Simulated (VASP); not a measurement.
Input of a VASP 6.6.1 run:

Contents of INCAR:

```
SYSTEM = Cs2Cl
ALGO = Normal ; EDIFF = 1E-6
ENCUT = 520 ; GGA = PE
ISIF = 2 ; ISMEAR = 0
LASPH = .TRUE. ; LCHARG = .TRUE.
LELF = .TRUE. ; LREAL = .FALSE.
LVHAR = .TRUE. ; LWAVE = .FALSE.
NBANDS = 34 ; NELM = 100
PREC = Accurate ; SIGMA = 0.1
```

File KPOINTS:

```
k-points
0
G
  4 4 4
  0 0 0
```

POSCAR

```
Cs2Cl
1.0
    8.7171797629      0.0000000000      0.0000000000
    0.0000000000      8.7171797629      0.0000000000
    0.0000000000      0.0000000000      4.9350797954
Cs Cl
4 2
Direct
    0.2889593001      0.2889593001      0.0000000000
    0.2110406999      0.7889593001      0.5000000000
    0.7110406999      0.7110406999      0.0000000000
    0.7889593001      0.2110406999      0.5000000000
    0.0000000000      0.0000000000      0.0000000000
    0.5000000000      0.5000000000      0.5000000000
```

Potentials or basis: VASP PAW PBE potentials, release 64 (Cs_sv, Cl).

Run with:

```bash
$ cat potpaw_PBE.64/Cs_sv/POTCAR potpaw_PBE.64/Cl/POTCAR > POTCAR
$ mpirun -np 1 vasp_std > vasp.out
```

Estimate the band gap on the k mesh.

zero (bands 25 and 26 overlap by 1.15 eV).

Estimate the largest force.

0.034 eV/Å.

Predict the pressure.

0.0 GPa.

Forces on the atoms (eV/Å):
```
Cs   0.024  0.024  0.000
Cs  -0.024  0.024  0.000
Cs  -0.024 -0.024  0.000
Cs   0.024 -0.024  0.000
Cl   0.000  0.000  0.000
Cl   0.000  0.000  0.000
```

Caveat: spin-orbit coupling is left out, which moves the levels of the heavy elements.
